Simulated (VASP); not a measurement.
Al, 1 atom in the cell. It takes space group Im-3m (No. 229, cubic). Conventional cell: a = 3.124 Å, b = 3.124 Å, c = 3.124 Å, α = 90.00°, β = 90.00°, γ = 90.00°. Al (site symmetry m-3m) has 14 Al at 2.71 to 3.12 Å within 3.6 Å. 

* Program: VASP 6.6.1
* Task: single point
* Functional: LDA
* Potentials or basis: VASP PAW LDA potentials, release 64 (Al)
* Cutoff: 520 eV
* k mesh: 13 × 13 × 13
* Occupations: methfessel-paxton, width 0.15 eV
* Spin: no spin polarisation
* Dipole correction: no
* Further INCAR settings: ALGO = Normal; EDIFF = 1e-07; NBANDS = 8

Potentials or basis: VASP PAW LDA potentials, release 64 (Al).

Launch:

```sh
$ cat potpaw_LDA.64/Al/POTCAR > POTCAR
$ mpirun -np 1 vasp_std > vasp.out
```

Hardware: 1 thread of AMD EPYC 9R45 (Zen 5) (shared host).

How long does it take, and how much memory?

It took 3.1 s on 1 thread of AMD EPYC 9R45 (Zen 5) (shared host), peak memory 0.08 GiB. Counts: scf iterations 10, k points 84.
